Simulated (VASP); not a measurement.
CuI (Marshite), 2 atoms in the cell. It takes space group F-43m (No. 216, cubic). Conventional cell: a = 5.780 Å, b = 5.780 Å, c = 5.780 Å, α = 90.00°, β = 90.00°, γ = 90.00°. Within 3.3 Å of I (site symmetry -43m) lie 4 Cu at 2.50 Å. Cu (site symmetry -43m) has 4 I at 2.50 Å within 3.3 Å. 

- Program: VASP 6.6.1
- Task: single point
- Functional: PBEsol
- Potentials or basis: VASP PAW PBE potentials, release 64 (I, Cu)
- Cutoff: 520 eV
- k mesh: 8 × 8 × 8
- Occupations: fermi-dirac, width 0.05 eV
- Spin: no spin polarisation
- Dipole correction: no
- Further INCAR settings: ALGO = Normal; EDIFF = 1e-06; NBANDS = 16

Potentials or basis: VASP PAW PBE potentials, release 64 (I, Cu).

Run with:

```bash
$ cat potpaw_PBE.64/I/POTCAR potpaw_PBE.64/Cu/POTCAR > POTCAR
$ mpirun -np 1 vasp_std > vasp.out
```

Hardware: 1 thread of Intel Xeon 6975P-C, on a shared host.

Estimate the wall time of this run.

It took 27 s on 1 thread of Intel Xeon 6975P-C (shared host), peak memory 0.18 GiB. Counts: scf iterations 13, k points 29.
